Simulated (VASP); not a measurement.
# W (a cell with a defect): single point with PBE

W (a cell with a defect):

```
W
1.0
    -4.74704    4.74704    4.74704
     3.16469   -3.16469    3.16469
     3.16469    3.16469   -3.16469
W
11
Direct
  0.00000 0.00000 0.50000
  0.00000 0.50000 0.00000
  0.00000 0.50000 0.50000
  0.33333 0.00000 0.00000
  0.33333 0.00000 0.50000
  0.33333 0.50000 0.00000
  0.33333 0.50000 0.50000
  0.66667 0.00000 0.00000
  0.66667 0.00000 0.50000
  0.66667 0.50000 0.00000
  0.66667 0.50000 0.50000
```

```
Program                : VASP 6.6.1
Task                   : single point
Functional             : PBE
Potentials or basis    : VASP PAW PBE potentials, release 64 (W_sv)
Cutoff                 : 400 eV
k mesh                 : 2 × 3 × 3
Occupations            : fermi-dirac, width 0.1 eV
Spin                   : no spin polarisation
Dipole correction      : no
Further INCAR settings : ALGO = Normal; EDIFF = 1e-06; NBANDS = 88
```

```
Pressure               : -2.6 GPa
Largest force          : 0.721 eV/Å
Band gap on the k mesh : zero (bands 77 and 78 overlap by 1.30 eV)
```

Forces in eV/Å, atoms in the order of the input:
```
W    0.000  0.000  0.000
W    0.000  0.000  0.000
W    0.000  0.000  0.000
W    0.480 -0.344 -0.344
W    0.041 -0.621 -0.130
W    0.041 -0.130 -0.621
W   -0.526 -0.348 -0.348
W   -0.480  0.344  0.344
W   -0.041  0.621  0.130
W   -0.041  0.130  0.621
W    0.526  0.348  0.348
```

Stress tensor (GPa, compression positive):
```
-2.06  0.11  0.11
 0.11 -2.87 -1.07
 0.11 -1.07 -2.87
```

Levels at points of the mesh, in eV from the Fermi level:
```tsv
k point	band 75	band 76	band 77	band 78	band 79	band 80
(0.00, 0.00, 0.00)	0.64	1.14	1.16	1.55	1.57	2.01
(0.50, 0.00, 0.00)	0.30	0.53	0.95	1.07	1.30	1.34
```

Wall time 2.5 min on 1 thread of AMD EPYC 7R43 64-Core Processor (Zen 3) (shared host), peak memory 0.24 GiB.

Caveat: the k points lie up to 0.47 Å⁻¹ apart, too coarse for converged energies and pressures of a metal; spin-orbit coupling is left out, which moves the levels of the heavy elements.
